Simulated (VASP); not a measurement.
## Be3Zn2Se5: single point with PBE

Be3Zn2Se5:

```
Be Zn Se
1.0
    -0.00010   -3.81405    0.00028
     3.81402    0.00010    0.00012
    -1.90691    1.90723   13.57329
Be Zn Se
3 2 5
Cartesian
  0.0002 0.0002 0.0002
  1.9070 -1.9068 2.4986
  0.0001 0.0005 11.0753
  0.0005 0.0006 5.2632
  1.9063 -1.9077 8.3101
  0.0000 -1.9067 3.7264
  1.9072 -0.0006 6.7868
  -0.0006 -1.9068 9.8474
  1.9071 0.0003 12.3261
  1.9072 0.0002 1.2474
```

```
Program             : VASP 6.6.1
Task                : single point
Functional          : PBE
Potentials or basis : VASP PAW PBE potentials, release 64 (Be, Zn, Se)
Cutoff              : 520 eV
k mesh              : 4 × 4 × 4
Occupations         : gaussian, width 0.1 eV
Spin                : no spin polarisation
```

```json
{"Pressure": "0.2 GPa", "Largest force": "0.018 eV/Å", "Band gap on the k mesh": "2.37 eV"}
```

Forces in eV/Å, atoms in the order of the input:
```
Be  -0.001  0.000 -0.002
Be   0.000  0.000  0.003
Be  -0.001 -0.001 -0.005
Zn  -0.001 -0.002  0.007
Zn   0.000  0.001 -0.004
Se   0.000  0.000 -0.018
Se   0.001  0.001 -0.001
Se   0.001  0.000  0.017
Se   0.000  0.000  0.004
Se   0.000  0.000 -0.001
```

Levels at points of the mesh, in eV from the valence-band top:
| k point | band 28 | band 29 | band 30 | band 31 | band 32 | band 33 |
| --- | --- | --- | --- | --- | --- | --- |
| (0.00, 0.00, 0.00) | -0.22 | 0.00 | 0.00 | 2.37 | 2.50 | 3.06 |
| (0.50, 0.00, 0.00) | -1.06 | -0.57 | -0.45 | 3.07 | 3.42 | 3.95 |
| (0.50, 0.00, 0.50) | -1.06 | -0.57 | -0.45 | 3.07 | 3.42 | 3.95 |
| (0.00, 0.50, 0.00) | -1.06 | -0.57 | -0.45 | 3.07 | 3.42 | 3.95 |
| (0.00, 0.50, 0.50) | -1.06 | -0.57 | -0.45 | 3.07 | 3.42 | 3.95 |
| (0.50, 0.50, 0.00) | -2.57 | -2.42 | -2.38 | 2.71 | 3.37 | 3.40 |
| (0.00, 0.00, 0.50) | -0.63 | -0.16 | -0.16 | 2.42 | 2.95 | 3.17 |
| (0.50, 0.50, 0.50) | -2.57 | -2.42 | -2.38 | 2.71 | 3.37 | 3.40 |

Wall time 3.8 min on 1 thread of Intel(R) Xeon(R) Platinum 8488C (Sapphire Rapids), with other jobs on the host, peak memory 0.42 GiB.

A k mesh can miss the band edges.
